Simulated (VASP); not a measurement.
Wanted: the native input for a VASP 6.6.1 run.

```
Task                   : single point
Functional             : PBE
Potentials or basis    : VASP PAW PBE potentials, release 64 (Rb_sv, Br)
Cutoff                 : 500 eV
k mesh                 : 4 × 4 × 4
Occupations            : gaussian, width 0.01 eV
Spin                   : no spin polarisation
Dipole correction      : no
Further INCAR settings : ALGO = Normal; EDIFF = 1e-06; NBANDS = 15
```

The structure of RbBr lies in POSCAR:

```
RbBr
1.0
    4.0543369599      0.0000000000      0.0000000000
    0.0000000000      4.0543369599      0.0000000000
    0.0000000000      0.0000000000      4.0543369599
Rb Br
1 1
Direct
    0.0000000000      0.0000000000      0.0000000000
    0.5000000000      0.5000000000      0.5000000000
```

The input as run:

INCAR

```
SYSTEM = RbBr
ALGO = Normal ; EDIFF = 1E-6
ENCUT = 500 ; GGA = PE
GGA_COMPAT = .False. ; ISIF = 2
ISMEAR = 0 ; LASPH = .True.
LCHARG = .False. ; LREAL = .False.
LWAVE = .False. ; NBANDS = 15
NELM = 120 ; PREC = Accurate
SIGMA = 0.01
```

KPOINTS

```
k-points
0
Gamma
  4 4 4
  0 0 0
```

Potentials or basis: VASP PAW PBE potentials, release 64 (Rb_sv, Br).

Launch:

```sh
$ cat potpaw_PBE.64/Rb_sv/POTCAR potpaw_PBE.64/Br/POTCAR > POTCAR
$ mpirun -np 1 vasp_std > vasp.out
```

It gave:

| Quantity | Value |
| --- | --- |
| Pressure | 1.9 GPa |
| Band gap on the k mesh | 4.27 eV (least direct gap 4.42 eV) |

Run time: 11 s on 1 thread of Intel(R) Xeon(R) Platinum 8375C CPU @ 2.90GHz (Ice Lake), on a shared host, peak memory 0.16 GiB.
